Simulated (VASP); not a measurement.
# InP (Fm-3m) in VASP: settings compared

Aim: see how the results for InP move with the level of theory and the settings. Levels: LDA, PBEsol. Tasks: single point.

Everything below comes from runs of VASP 6.6.1. Logs are shortened: lines on timing, memory, paths and dates and some standing lists are left out, and cuts for length are marked.

## 1. The cell of the first run

The structure is cubic, space group Fm-3m (No. 225). Conventional cell: a = 5.378 Å, b = 5.378 Å, c = 5.378 Å, α = 90.00°, β = 90.00°, γ = 90.00°. In (site symmetry m-3m) has 6 P at 2.69 Å within 3.5 Å. Within 3.5 Å of P (site symmetry m-3m) lie 6 In at 2.69 Å.

## 2. Single point, LDA (volume scaled by 0.98)

Contents of INCAR:

```
ALGO = Normal
EDIFF = 1E-6
ENCUT = 500
GGA = CA
GGA_COMPAT = False
ISIF = 2
ISMEAR = 0
LASPH = True
LCHARG = True
LELF = True
LREAL = False
LVHAR = True
LWAVE = False
NBANDS = 16
NELM = 120
PREC = Accurate
SIGMA = 0.05
```

Contents of KPOINTS:

```
k-points
0
Gamma
  8 8 8
```

Contents of POSCAR:

```
InP
1.0
    0.0000000000      2.6890283217      2.6890283217
    2.6890283217      0.0000000000      2.6890283217
    2.6890283217      2.6890283217      0.0000000000
In P
1 1
Direct
    0.0000000000      0.0000000000      0.0000000000
    0.5000000000      0.5000000000      0.5000000000
```

Potentials or basis: VASP PAW LDA potentials, release 64 (In_d, P).

Command:

```sh
> cat potpaw_LDA.64/In_d/POTCAR potpaw_LDA.64/P/POTCAR > POTCAR
> mpirun -np 1 vasp_std > vasp.out
```

OUTCAR:

```text
EDIFF = 1E-6
   ENCUT = 500
   GGA = CA
   ISIF = 2
   ISMEAR = 0
   LASPH = True
   LREAL = False
   NELM = 120
   PREC = Accurate

 ion  position               nearest neighbor table
   1  0.000  0.000  0.000-   2 2.69   2 2.69   2 2.69   2 2.69   2 2.69   2 2.69
   2  0.500  0.500  0.500-   1 2.69   1 2.69   1 2.69   1 2.69   1 2.69   1 2.69

  LATTYP: Found a face centered cubic cell.
 ALAT       =     5.3780566434

  Lattice vectors:

 A1 = (   0.0000000000,   2.6890283217,   2.6890283217)
 A2 = (   2.6890283217,   0.0000000000,   2.6890283217)
 A3 = (   2.6890283217,   2.6890283217,   0.0000000000)

Analysis of symmetry for initial positions (statically):
=====================================================================
 Subroutine PRICEL returns:
 Original cell was already a primitive cell.

 Routine SETGRP: Setting up the symmetry group for a
 face centered cubic supercell.

 Subroutine GETGRP returns: Found 48 space group operations
 (whereof 48 operations were pure point group operations)
 out of a pool of 48 trial point group operations.

The static configuration has the point symmetry O_h .

Analysis of symmetry for dynamics (positions and initial velocities):
=====================================================================
 Subroutine PRICEL returns:
 Original cell was already a primitive cell.

 Routine SETGRP: Setting up the symmetry group for a
 face centered cubic supercell.

 Subroutine GETGRP returns: Found 48 space group operations
 (whereof 48 operations were pure point group operations)
 out of a pool of 48 trial point group operations.

The dynamic configuration has the point symmetry O_h .

 Subroutine INISYM returns: Found 48 space group operations
 (whereof 48 operations are pure point group operations),
 and found     1 'primitive' translations

----------------------------------------------------------------------------------------

                                     Primitive cell

  volume of cell :      38.8880

  direct lattice vectors                    reciprocal lattice vectors
     0.000000000  2.689028322  2.689028322    -0.185940771  0.185940771  0.185940771
     2.689028322  0.000000000  2.689028322     0.185940771 -0.185940771  0.185940771
     2.689028322  2.689028322  0.000000000     0.185940771  0.185940771 -0.185940771

  length of vectors
     3.802860322  3.802860322  3.802860322     0.322058863  0.322058863  0.322058863

  position of ions in fractional coordinates (direct lattice)
     0.000000000  0.000000000  0.000000000
     0.500000000  0.500000000  0.500000000

  ion indices of the primitive-cell ions
   primitive index   ion index
                 1           1
                 2           2

----------------------------------------------------------------------------------------

 KPOINTS: k-points

Automatic generation of k-mesh.
 Grid dimensions read from file:
 generate k-points for:    8    8    8

 Generating k-lattice:

  Cartesian coordinates                     Fractional coordinates (reciprocal lattice)
    -0.023242596  0.023242596  0.023242596     0.125000000  0.000000000  0.000000000
     0.023242596 -0.023242596  0.023242596     0.000000000  0.125000000  0.000000000
     0.023242596  0.023242596 -0.023242596     0.000000000  0.000000000  0.125000000

  Length of vectors
     0.040257358  0.040257358  0.040257358

  Shift w.r.t. Gamma in fractional coordinates (k-lattice)
     0.000000000  0.000000000  0.000000000

 Subroutine IBZKPT returns following result:
 ===========================================

 Found     29 irreducible k-points:

 Following reciprocal coordinates:
            Coordinates               Weight
  0.000000  0.000000  0.000000      1.000000
  0.125000  0.000000  0.000000      8.000000
  0.250000  0.000000  0.000000      8.000000
  0.375000  0.000000  0.000000      8.000000
  0.500000  0.000000  0.000000      4.000000
  0.125000  0.125000  0.000000      6.000000
[... 16 lines left out ...]
  0.500000  0.250000  0.125000     48.000000
 -0.375000  0.250000  0.125000     24.000000
 [... further k-points ...]
   k-points           NKPTS =     29   k-points in BZ     NKDIM =     29   number of bands    NBANDS=     16
   number of dos      NEDOS =    301   number of ions     NIONS =      2
   total plane-waves  NPLWV =  21952
   dimension x,y,z NGX =    28 NGY =   28 NGZ =   28
   dimension x,y,z NGXF=    56 NGYF=   56 NGZF=   56
   ions per type =               1   1
   NGX,Y,Z   is equivalent  to a cutoff of  12.24, 12.24, 12.24 a.u.
   NGXF,Y,Z  is equivalent  to a cutoff of  24.48, 24.48, 24.48 a.u.
 SYSTEM =  unknown system
   PREC   = accura    normal or accurate (medium, high low for compatibility)
   ISTART =      0    job   : 0-new  1-cont  2-samecut
   ICHARG =      2    charge: 1-file 2-atom 10-const
   ISPIN  =      1    spin polarized calculation?
   LNONCOLLINEAR =      F non collinear calculations
   LSORBIT =      F    spin-orbit coupling
   LASPH  =      T    aspherical Exc in radial PAW
   ENCUT  =  500.0 eV  36.75 Ry    6.06 a.u.   6.93  6.93  6.93*2*pi/ulx,y,z
   NELM   =    120;   NELMIN=  2; NELMDL= -5     # of ELM steps
   EDIFF  = 0.1E-05   stopping-criterion for ELM
   LREAL  =      F    real-space projection
   EDIFFG = 0.1E-04   stopping-criterion for IOM
   NSW    =      0    number of steps for IOM
   IBRION =     -1    ionic relax: 0-MD 1-quasi-New 2-CG
   NFREE  =      0    steps in history (QN), initial steepest desc. (CG)
   ISIF   =      2    stress and relaxation
   ISYM   =      2    0-nonsym 1-usesym 2-fastsym
   POTIM  = 0.5000    time-step for ionic-motion
   TEBEG  =    0.0;   TEEND  =   0.0 temperature during run
   PSTRESS=    0.0 pullay stress
   NELECT =      18.0000    total number of electrons
   NUPDOWN=      -1.0000    fix difference up-down
   EMIN   =  10.00;   EMAX   =-10.00  energy-range for DOS
   EFERMI =   0.00;   METHOD = LEGACY
   ISMEAR =     0;   SIGMA  =   0.05  broadening in eV -4-tet -1-fermi 0-gaus
   EFERMI_NEDOS =   21; number of points for ismear=-14 and -15
   IALGO  =     38    algorithm
   IMIX   =      4    mixing-type and parameters
     AMIX     =   0.40;   BMIX     =  1.00
     AMIX_MAG =   1.60;   BMIX_MAG =  1.00
  volume/ion in A,a.u.               =      19.44       131.21
  Fermi-wavevector in a.u.,A,eV,Ry     =   1.266369  2.393091 21.819535  1.603691
  Thomas-Fermi vector in A             =   2.399573
   LORBIT       =      0    0 simple, 1 ext, 2 COOP (PROOUT), +10 PAW based schemes
   GGA     = CA    functional components
   LHFCALC =     F    Hartree Fock is set to
   AEXX    =    0.0000 exact exchange contribution
   IVDW    =     0    specifies the selected vdW correction
   LEPSILON=     F    determine dielectric tensor
   LRPA    =     F    only Hartree local field effects (RPA)
 non-spin polarized calculation
 Gauss-broadening in eV      SIGMA  =   0.05
  energy-cutoff  :      500.00
  volume of cell :       38.89
 maximum number of plane-waves:       999
   NGX = 13   NGY = 13   NGZ = 13

 number of electron      18.0000004 magnetization

 Free energy of the ion-electron system (eV)
  ---------------------------------------------------
  ext. energy  EPLUGINS =         0.00000000
  ---------------------------------------------------
  free energy    TOTEN  =        -9.30368500 eV

  energy without entropy =       -9.30077853  energy(sigma->0) =       -9.30223177

 E-fermi :   8.0964     XC(G=0): -11.0430

 val. band max:        8.0887176503   @ k =  -0.3750   0.5000   0.1250
 cond. band min:       8.1247851885   @ k =  -0.3750   0.3750   0.0000
 fundamental gap:      0.0360675381
 Fermi energy:         8.0963775183

 k-point     1 :       0.0000    0.0000    0.0000
  band No.  band energies     occupation
      1      -6.3388      2.00000
      2      -6.3388      2.00000
      3      -6.3097      2.00000
      4      -6.3097      2.00000
      5      -6.3097      2.00000
      6      -4.7057      2.00000
[... 8 lines left out ...]
     15      16.8165      0.00000
     16      16.8165      0.00000

 k-point     2 :       0.1250    0.0000    0.0000
  band No.  band energies     occupation
      1      -6.3493      2.00000
      2      -6.3493      2.00000
      3      -6.3113      2.00000
      4      -6.2955      2.00000
      5      -6.2955      2.00000
      6      -4.4896      2.00000
[... 8 lines left out ...]
     15      15.9399      0.00000
     16      16.5982      0.00000

 k-point     3 :       0.2500    0.0000    0.0000
  band No.  band energies     occupation
      1      -6.3798      2.00000
      2      -6.3798      2.00000
      3      -6.3187      2.00000
      4      -6.2557      2.00000
      5      -6.2557      2.00000
      6      -3.8580      2.00000
[... 8 lines left out ...]
     15      16.8351      0.00000
     16      16.8351      0.00000

 k-point     4 :       0.3750    0.0000    0.0000
  band No.  band energies     occupation
      1      -6.4110      2.00000
      2      -6.4110      2.00000
      3      -6.3292      2.00000
      4      -6.2143      2.00000
      5      -6.2143      2.00000
      6      -2.9238      2.00000
[... 8 lines left out ...]
     15      18.3583      0.00000
     16      18.3583      0.00000
[... 324 lines left out ...]
 k-point    22 :       0.3750    0.2500    0.1250
  band No.  band energies     occupation
      1      -6.4865      2.00000
      2      -6.3480      2.00000
      3      -6.3283      2.00000
      4      -6.2374      2.00000
      5      -6.2332      2.00000
      6      -3.2286      2.00000
[... 8 lines left out ...]
     15      19.6257      0.00000
     16      19.7203      0.00000

 k-point    23 :       0.5000    0.2500    0.1250
  band No.  band energies     occupation
      1      -6.5265      2.00000
      2      -6.3714      2.00000
      3      -6.3119      2.00000
      4      -6.2375      2.00000
      5      -6.2019      2.00000
      6      -2.2828      2.00000
[... 8 lines left out ...]
     15      19.6113      0.00000
     16      20.7446      0.00000

 k-point    24 :      -0.3750    0.2500    0.1250
  band No.  band energies     occupation
      1      -6.5398      2.00000
      2      -6.3834      2.00000
      3      -6.2970      2.00000
      4      -6.2465      2.00000
      5      -6.1876      2.00000
      6      -1.6567      2.00000
[... 8 lines left out ...]
     15      18.3139      0.00000
     16      21.1997      0.00000

 [... further k-points ...]

------------------------ aborting loop because EDIFF is reached ----------------------------------------

  FORCE on cell =-STRESS in cart. coord.  units (eV):
  Direction    XX          YY          ZZ          XY          YZ          ZX
  --------------------------------------------------------------------------------------
  -------------------------------------------------------------------------------------
  Total        0.4760608      0.4760608      0.4760608     -0.0000000     -0.0000000      0.0000000
  in kB       19.6135786     19.6135786     19.6135786     -0.0000000     -0.0000000      0.0000000
  external PRESSURE =      19.6135786 kB  Pullay stress =       0.0000000 kB

 VOLUME and BASIS-vectors are now :
 -----------------------------------------------------------------------------
  energy-cutoff  :      500.00
  volume of cell :       38.89
      direct lattice vectors                 reciprocal lattice vectors
     0.000000000  2.689028322  2.689028322    -0.185940771  0.185940771  0.185940771
     2.689028322  0.000000000  2.689028322     0.185940771 -0.185940771  0.185940771
     2.689028322  2.689028322  0.000000000     0.185940771  0.185940771 -0.185940771

 POSITION                                       TOTAL-FORCE (eV/Angst)
 -----------------------------------------------------------------------------------
      0.00000      0.00000      0.00000         0.000000     -0.000000      0.000000
      2.68903      2.68903      2.68903        -0.000000      0.000000     -0.000000
 -----------------------------------------------------------------------------------
    total drift:                               -0.000000      0.000000      0.000000

  FREE ENERGIE OF THE ION-ELECTRON SYSTEM (eV)
  ---------------------------------------------------
  free  energy   TOTEN  =        -9.3036849995 eV

  energy  without entropy=       -9.3007785333  energy(sigma->0) =       -9.30223177
```

It took 30 s on 1 thread of Intel Xeon 8259CL, shared host; peak memory 0.15 GiB.

Results:

```
Free energy            : -9.3037 eV
Pressure               : 2.0 GPa
Band gap on the k mesh : zero (band 9 reaches 8.35 eV, above the bottom of band 10 at 5.42 eV)
```

Caveat: spin-orbit coupling is left out, which moves the levels of the heavy elements.

## 3. Single point, LDA (volume scaled by 0.96)

Contents of INCAR:

```
SYSTEM = InP
ALGO = Normal
EDIFF = 1E-6
ENCUT = 500
GGA = CA
GGA_COMPAT = .False.
ISIF = 2
ISMEAR = 0
LASPH = .True.
LCHARG = .False.
LREAL = .False.
LWAVE = .False.
NBANDS = 16
NELM = 120
PREC = Accurate
SIGMA = 0.05
```

Contents of KPOINTS:

```
k-points
0
Gamma
  8 8 8
  0 0 0
```

Contents of POSCAR:

```
InP
1.0
    0.0000000000      2.6706097414      2.6706097414
    2.6706097414      0.0000000000      2.6706097414
    2.6706097414      2.6706097414      0.0000000000
In P
1 1
Direct
    0.0000000000      0.0000000000      0.0000000000
    0.5000000000      0.5000000000      0.5000000000
```

Potentials or basis: VASP PAW LDA potentials, release 64 (In_d, P).

Command:

```sh
> cat potpaw_LDA.64/In_d/POTCAR potpaw_LDA.64/P/POTCAR > POTCAR
> mpirun -np 1 vasp_std > vasp.out
```

OUTCAR:

```text
SYSTEM = InP
   EDIFF = 1E-6
   ENCUT = 500
   GGA = CA
   ISIF = 2
   ISMEAR = 0
   LASPH = .True.
   LREAL = .False.
   NELM = 120
   PREC = Accurate

 ion  position               nearest neighbor table
   1  0.000  0.000  0.000-   2 2.67   2 2.67   2 2.67   2 2.67   2 2.67   2 2.67
   2  0.500  0.500  0.500-   1 2.67   1 2.67   1 2.67   1 2.67   1 2.67   1 2.67

  LATTYP: Found a face centered cubic cell.
 ALAT       =     5.3412194828

  Lattice vectors:

 A1 = (   0.0000000000,   2.6706097414,   2.6706097414)
 A2 = (   2.6706097414,   0.0000000000,   2.6706097414)
 A3 = (   2.6706097414,   2.6706097414,   0.0000000000)

Analysis of symmetry for initial positions (statically):
=====================================================================
 Subroutine PRICEL returns:
 Original cell was already a primitive cell.

 Routine SETGRP: Setting up the symmetry group for a
 face centered cubic supercell.

 Subroutine GETGRP returns: Found 48 space group operations
 (whereof 48 operations were pure point group operations)
 out of a pool of 48 trial point group operations.

[... 161 lines left out ...]

 E-fermi :   8.3906     XC(G=0): -11.1395

 val. band max:        8.3498341203   @ k =   0.3750   0.0000   0.0000
 cond. band min:       8.3932898488   @ k =  -0.3750   0.5000   0.1250
 fundamental gap:      0.0434557285
 Fermi energy:         8.3906236732

 k-point     1 :       0.0000    0.0000    0.0000
  band No.  band energies     occupation
      1      -6.0974      2.00000
      2      -6.0974      2.00000
      3      -6.0669      2.00000
      4      -6.0669      2.00000
      5      -6.0669      2.00000
      6      -4.5968      2.00000
[... 433 lines left out ...]
      3      -6.0548      2.00000
      4      -6.0000      2.00000
      5      -5.9364      2.00000
      6      -1.4431      2.00000
[... 8 lines left out ...]
     15      18.6594      0.00000
     16      21.6031      0.00000

 [... further k-points ...]

------------------------ aborting loop because EDIFF is reached ----------------------------------------

  FORCE on cell =-STRESS in cart. coord.  units (eV):
  Direction    XX          YY          ZZ          XY          YZ          ZX
  --------------------------------------------------------------------------------------
  -------------------------------------------------------------------------------------
  Total        0.9738758      0.9738758      0.9738758     -0.0000000     -0.0000000      0.0000000
  in kB       40.9593321     40.9593321     40.9593321     -0.0000000     -0.0000000      0.0000000
  external PRESSURE =      40.9593321 kB  Pullay stress =       0.0000000 kB

 VOLUME and BASIS-vectors are now :
 -----------------------------------------------------------------------------
  energy-cutoff  :      500.00
  volume of cell :       38.09
      direct lattice vectors                 reciprocal lattice vectors
     0.000000000  2.670609741  2.670609741    -0.187223162  0.187223162  0.187223162
     2.670609741  0.000000000  2.670609741     0.187223162 -0.187223162  0.187223162
     2.670609741  2.670609741  0.000000000     0.187223162  0.187223162 -0.187223162

 POSITION                                       TOTAL-FORCE (eV/Angst)
 -----------------------------------------------------------------------------------
      0.00000      0.00000      0.00000        -0.000000      0.000000      0.000000
      2.67061      2.67061      2.67061         0.000000     -0.000000     -0.000000
 -----------------------------------------------------------------------------------
    total drift:                               -0.000000      0.000000      0.000000

  FREE ENERGIE OF THE ION-ELECTRON SYSTEM (eV)
  ---------------------------------------------------
  free  energy   TOTEN  =        -9.2885269875 eV

  energy  without entropy=       -9.2857982006  energy(sigma->0) =       -9.28716259
```

OSZICAR:

```text
N       E                     dE             d eps       ncg     rms          rms(c)
DAV:   1     0.107287377863E+03    0.10729E+03   -0.84799E+03   944   0.132E+03
DAV:   2    -0.337600106233E+01   -0.11066E+03   -0.10596E+03  1048   0.308E+02
DAV:   3    -0.949217193515E+01   -0.61162E+01   -0.60507E+01  1224   0.695E+01
DAV:   4    -0.963918220980E+01   -0.14701E+00   -0.14697E+00  1112   0.106E+01
DAV:   5    -0.964497889660E+01   -0.57967E-02   -0.57966E-02  1400   0.189E+00    0.593E+00
DAV:   6    -0.931852363083E+01    0.32646E+00   -0.51734E-01  1424   0.139E+01    0.340E+00
DAV:   7    -0.929337120691E+01    0.25152E-01   -0.10093E-01  1480   0.326E+00    0.127E+00
DAV:   8    -0.928967368826E+01    0.36975E-02   -0.18425E-02  1360   0.204E+00    0.277E-01
DAV:   9    -0.928856513742E+01    0.11086E-02   -0.38380E-03  1464   0.108E+00    0.112E-01
DAV:  10    -0.928853137229E+01    0.33765E-04   -0.23159E-04  1248   0.149E-01    0.857E-02
DAV:  11    -0.928853624290E+01   -0.48706E-05   -0.78399E-05  1312   0.910E-02    0.224E-02
DAV:  12    -0.928852680258E+01    0.94403E-05   -0.25763E-05  1432   0.447E-02    0.737E-03
DAV:  13    -0.928852698751E+01   -0.18493E-06   -0.16958E-06  1056   0.786E-03
   1 F= -.92885270E+01 E0= -.92871626E+01  d E =-.272879E-02
```

stdout:

```text
POSCAR found type information on POSCAR InP
 POSCAR found :  2 types and       2 ions
 scaLAPACK will be used
 LDA part: xc-table for (Slater(with rela. corr.)+CA(PZ))
 , standard interpolation
 POSCAR, INCAR and KPOINTS ok, starting setup
 FFT: planning ... GRIDC
 FFT: planning ... GRID_SOFT
 FFT: planning ... GRID
 WAVECAR not read
 entering main loop
```

It took 33 s on 1 thread of Intel Xeon 8259CL, shared host; peak memory 0.14 GiB.

What came out:

```
Free energy            : -9.2885 eV
Pressure               : 4.1 GPa
Band gap on the k mesh : zero (band 9 reaches 8.64 eV, above the bottom of band 10 at 5.73 eV)
```

Caveat: spin-orbit coupling is left out, which moves the levels of the heavy elements.

[end of part 1 of 2]
